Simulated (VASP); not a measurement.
# YIn (P4/mmm) in VASP: vibrations by perturbation theory with LDA

Aim: the vibrations by perturbation theory of YIn with LDA.

Program: VASP 6.6.1. These are calculated values, not measurements. Logs are shortened: lines on timing, memory, paths and dates and some standing lists are left out, and cuts for length are marked.

**1. The cell of the first run**

Symmetry: P4/mmm, No. 123, tetragonal system. Conventional cell: a = 3.542 Å, b = 3.542 Å, c = 4.195 Å, α = 90.00°, β = 90.00°, γ = 90.00°. Within 4.3 Å of Y (site symmetry 4/mmm) lie 8 In at 3.27 Å and 6 Y at 3.54 to 4.19 Å. In (site symmetry 4/mmm) has 8 Y at 3.27 Å and 6 In at 3.54 to 4.19 Å within 4.3 Å.

**2. Vibrations by perturbation theory, LDA**

Input file INCAR:

```
PREC = Accurate
ENCUT = 520
EDIFF = 1E-8
ISMEAR = -1
SIGMA = 0.05
LREAL = False
LASPH = True
NELM = 80
ALGO = Normal
ISIF = 2
LWAVE = False
LCHARG = True
GGA = CA
NBANDS = 19
IBRION = 8
NSW = 1
```

Input file KPOINTS:

```
regular mesh
0
Gamma
  10 10 8
```

Input file POSCAR:

```
YIn
1.0
    3.5424350000      0.0000000000      0.0000000000
    0.0000000000      3.5424350000      0.0000000000
    0.0000000000      0.0000000000      4.1949610000
Y In
1 1
Direct
    0.0000000000      0.0000000000      0.0000000000
    0.5000000000      0.5000000000      0.5000000000
```

Potentials or basis: VASP PAW LDA potentials, release 64 (Y_sv, In_d).

Started as:

```sh
> cat potpaw_LDA.64/Y_sv/POTCAR potpaw_LDA.64/In_d/POTCAR > POTCAR
> mpirun -np 1 vasp_std > vasp.out
```

OUTCAR:

```text
PREC = Accurate
   ENCUT = 520
   EDIFF = 1E-8
   ISMEAR = -1
   LREAL = False
   LASPH = True
   NELM = 80
   ISIF = 2
   GGA = CA
   IBRION = 8
   NSW = 1

 ion  position               nearest neighbor table
   1  0.000  0.000  0.000-   2 3.27   2 3.27   2 3.27   2 3.27   2 3.27   2 3.27   2 3.27   2 3.27

   2  0.500  0.500  0.500-   1 3.27   1 3.27   1 3.27   1 3.27   1 3.27   1 3.27   1 3.27   1 3.27

  LATTYP: Found a simple tetragonal cell.
 ALAT       =     3.5424350000
 C/A-ratio  =     1.1842026741

  Lattice vectors:

 A1 = (   3.5424350000,   0.0000000000,   0.0000000000)
 A2 = (   0.0000000000,   3.5424350000,   0.0000000000)
 A3 = (   0.0000000000,   0.0000000000,   4.1949610000)

Analysis of symmetry for initial positions (statically):
=====================================================================
 Subroutine PRICEL returns:
 Original cell was already a primitive cell.

 Routine SETGRP: Setting up the symmetry group for a
 simple tetragonal supercell.

 Subroutine GETGRP returns: Found 16 space group operations
 (whereof 16 operations were pure point group operations)
 out of a pool of 16 trial point group operations.

The static configuration has the point symmetry D_4h.

Analysis of symmetry for dynamics (positions and initial velocities):
=====================================================================
 Subroutine PRICEL returns:
 Original cell was already a primitive cell.

 Routine SETGRP: Setting up the symmetry group for a
 simple tetragonal supercell.

 Subroutine GETGRP returns: Found 16 space group operations
 (whereof 16 operations were pure point group operations)
 out of a pool of 16 trial point group operations.

The dynamic configuration has the point symmetry D_4h.

 Subroutine INISYM returns: Found 16 space group operations
 (whereof 16 operations are pure point group operations),
 and found     1 'primitive' translations

----------------------------------------------------------------------------------------

                                     Primitive cell

  volume of cell :      52.6419

  direct lattice vectors                    reciprocal lattice vectors
     3.542435000  0.000000000  0.000000000     0.282291700  0.000000000  0.000000000
     0.000000000  3.542435000  0.000000000     0.000000000  0.282291700  0.000000000
     0.000000000  0.000000000  4.194961000     0.000000000  0.000000000  0.238381239

  length of vectors
     3.542435000  3.542435000  4.194961000     0.282291700  0.282291700  0.238381239

  position of ions in fractional coordinates (direct lattice)
     0.000000000  0.000000000  0.000000000
     0.500000000  0.500000000  0.500000000

  ion indices of the primitive-cell ions
   primitive index   ion index
                 1           1
                 2           2

----------------------------------------------------------------------------------------

 KPOINTS: regular mesh

Automatic generation of k-mesh.
 Grid dimensions read from file:
 generate k-points for:   10   10    8

 Generating k-lattice:

  Cartesian coordinates                     Fractional coordinates (reciprocal lattice)
     0.028229170  0.000000000  0.000000000     0.100000000  0.000000000  0.000000000
     0.000000000  0.028229170  0.000000000     0.000000000  0.100000000  0.000000000
     0.000000000  0.000000000  0.029797655     0.000000000  0.000000000  0.125000000

[... 75 lines left out ...]
     AMIX     =   0.40;   BMIX     =  1.00
     AMIX_MAG =   1.60;   BMIX_MAG =  1.00
  volume/ion in A,a.u.               =      26.32       177.62
  Fermi-wavevector in a.u.,A,eV,Ry     =   1.259993  2.381041 21.600357  1.587581
  Thomas-Fermi vector in A             =   2.393525
   LORBIT       =      0    0 simple, 1 ext, 2 COOP (PROOUT), +10 PAW based schemes
   GGA     = CA    functional components
   LHFCALC =     F    Hartree Fock is set to
   AEXX    =    0.0000 exact exchange contribution
   IVDW    =     0    specifies the selected vdW correction
   LEPSILON=     F    determine dielectric tensor
   LRPA    =     F    only Hartree local field effects (RPA)
 non-spin polarized calculation
  energy-cutoff  :      520.00
  volume of cell :       52.64
 maximum number of plane-waves:      1435
 NGX is ok and might be reduce to    28
   NGX = 13   NGY = 13   NGZ = 15

--------------------------------------- Ionic step        1  -------------------------------------------

 number of electron      24.0000004 magnetization

 Free energy of the ion-electron system (eV)
  ---------------------------------------------------
  ext. energy  EPLUGINS =         0.00000000
  ---------------------------------------------------
  free energy    TOTEN  =       -11.30799682 eV

  energy without entropy =      -11.29633337  energy(sigma->0) =      -11.30216509

 E-fermi :   5.7181     XC(G=0): -10.5377

 val. band max:        5.7135875615   @ k =   0.3000   0.3000   0.2500
 cond. band min:       5.7276731266   @ k =   0.4000   0.2000   0.0000
 fundamental gap:      0.0140855651
 Fermi energy:         5.7180834634

 k-point     1 :       0.0000    0.0000    0.0000
  band No.  band energies     occupation
      1     -36.9074      2.00000
      2     -17.0489      2.00000
      3     -16.8613      2.00000
      4     -16.8613      2.00000
      5      -8.5752      2.00000
      6      -8.4870      2.00000
[... 505 lines left out ...]
      6      -8.4419      2.00000
[... 11 lines left out ...]
     18      12.0710      0.00000
     19      14.0301      0.00000

 [... further k-points ...]

------------------------ aborting loop because EDIFF is reached ----------------------------------------

  FORCE on cell =-STRESS in cart. coord.  units (eV):
  Direction    XX          YY          ZZ          XY          YZ          ZX
  --------------------------------------------------------------------------------------
  -------------------------------------------------------------------------------------
  Total       -1.3555446     -1.3555446     -1.3699798      0.0000000     -0.0000000      0.0000000
  in kB      -41.2565276    -41.2565276    -41.6958702      0.0000000     -0.0000000      0.0000000
  external PRESSURE =     -41.4029751 kB  Pullay stress =       0.0000000 kB

 VOLUME and BASIS-vectors are now :
 -----------------------------------------------------------------------------
  energy-cutoff  :      520.00
  volume of cell :       52.64
      direct lattice vectors                 reciprocal lattice vectors
     3.542435000  0.000000000  0.000000000     0.282291700  0.000000000  0.000000000
     0.000000000  3.542435000  0.000000000     0.000000000  0.282291700  0.000000000
     0.000000000  0.000000000  4.194961000     0.000000000  0.000000000  0.238381239

 POSITION                                       TOTAL-FORCE (eV/Angst)
 -----------------------------------------------------------------------------------
      0.00000      0.00000      0.00000         0.000000      0.000000      0.000000
      1.77122      1.77122      2.09748         0.000000      0.000000      0.000000
 -----------------------------------------------------------------------------------
    total drift:                                0.000000      0.000000      0.000000

  FREE ENERGIE OF THE ION-ELECTRON SYSTEM (eV)
  ---------------------------------------------------
  free  energy   TOTEN  =       -11.3079968197 eV

  energy  without entropy=      -11.2963333660  energy(sigma->0) =      -11.30216509

[... ionic steps 2 to 3 ...]

--------------------------------------- Ionic step        4  -------------------------------------------

------------------------ aborting loop because EDIFF is reached ----------------------------------------
[... 11 lines left out ...]
[... ionic steps 8 to 8 ...]

--------------------------------------- Ionic step        9  -------------------------------------------

 Free energy of the ion-electron system (eV)
  ---------------------------------------------------
  ---------------------------------------------------
  free energy    TOTEN  =        -0.24302832 eV

  energy without entropy =       -0.24302832

------------------------ aborting loop because EDIFF is reached ----------------------------------------

 INTERNAL STRAIN TENSOR  FOR ION    2  DIRECTION 3   (eV/Angst):
 -----------------------------------------------------------------------------
    -0.00402  0.00000  0.00000
     0.00000 -0.00402  0.00000
     0.00000  0.00000  0.02585

 INTERNAL STRAIN TENSOR FOR ION    2 for displacements in x,y,z  (eV/Angst):
          X           Y           Z          XY          YZ          ZX
  --------------------------------------------------------------------------------
  x     0.00000     0.00000     0.00000     0.00000     0.00000     0.00000
  y     0.00000     0.00000     0.00000     0.00000     0.00000     0.00000
  z     0.00000     0.00000     0.00000     0.00000     0.00000     0.00000

 SECOND DERIVATIVES (NOT SYMMETRIZED)
 ------------------------------------
               1X          1Y          1Z          2X          2Y          2Z
  1X    -2.478777    0.000000    0.000000    2.478777    0.000000    0.000000
  1Y     0.000000   -2.478777    0.000000    0.000000    2.478777    0.000000
  1Z     0.000000   -0.000000   -2.715555   -0.000000    0.000000    2.715555
  2X     2.454067    0.000000    0.000000   -2.454067    0.000000    0.000000
  2Y     0.000000    2.454067    0.000000    0.000000   -2.454067    0.000000
  2Z     0.000000    0.000000    2.729154    0.000000    0.000000   -2.729154

 Eigenvectors and eigenvalues of the dynamical matrix
 ----------------------------------------------------

   1 f  =    3.643370 THz    22.891971 2PiTHz  121.529755 cm-1    15.067762 meV
             X         Y         Z           dx          dy          dz
      0.000000  0.000000  0.000000     0.000000    0.000000    0.749914
      1.771217  1.771217  2.097481     0.000000    0.000000   -0.661535
[... 21 lines left out ...]
   6 f/i=    0.008614 THz     0.054123 2PiTHz    0.287330 cm-1     0.035624 meV
             X         Y         Z           dx          dy          dz
      0.000000  0.000000  0.000000    -0.658740    0.000000    0.000000
      1.771217  1.771217  2.097481    -0.752371    0.000000    0.000000

--------------------------------------------------------------------------------------------------------

 ELASTIC MODULI CONTR FROM IONIC RELAXATION (kBar)
 Direction    XX          YY          ZZ          XY          YZ          ZX
 --------------------------------------------------------------------------------
 XX           0.0000      0.0000      0.0000      0.0000      0.0000      0.0000
 YY           0.0000      0.0000      0.0000      0.0000      0.0000      0.0000
 ZZ           0.0000      0.0000      0.0000      0.0000      0.0000      0.0000
 XY           0.0000      0.0000      0.0000      0.0000      0.0000      0.0000
 YZ           0.0000      0.0000      0.0000      0.0000      0.0000      0.0000
 ZX           0.0000      0.0000      0.0000      0.0000      0.0000      0.0000
 --------------------------------------------------------------------------------
```

Wall time 16 min (1 thread of Intel Xeon Platinum 8259CL at 2.50GHz (Skylake/Cascade Lake), shared host); peak memory 0.68 GiB.

Results:

```yaml
Highest_phonon_frequency_at_Γ: 122 cm⁻¹
```

Phonon frequencies in cm⁻¹ (negative: imaginary):
| q point | frequencies |
| --- | --- |
| (0.000, 0.000, 0.000) | 0 0 0 116 116 122 |

Caveat: the cell stands under pressure or tension, which shifts response properties; spin-orbit coupling is left out, which moves the levels of the heavy elements.
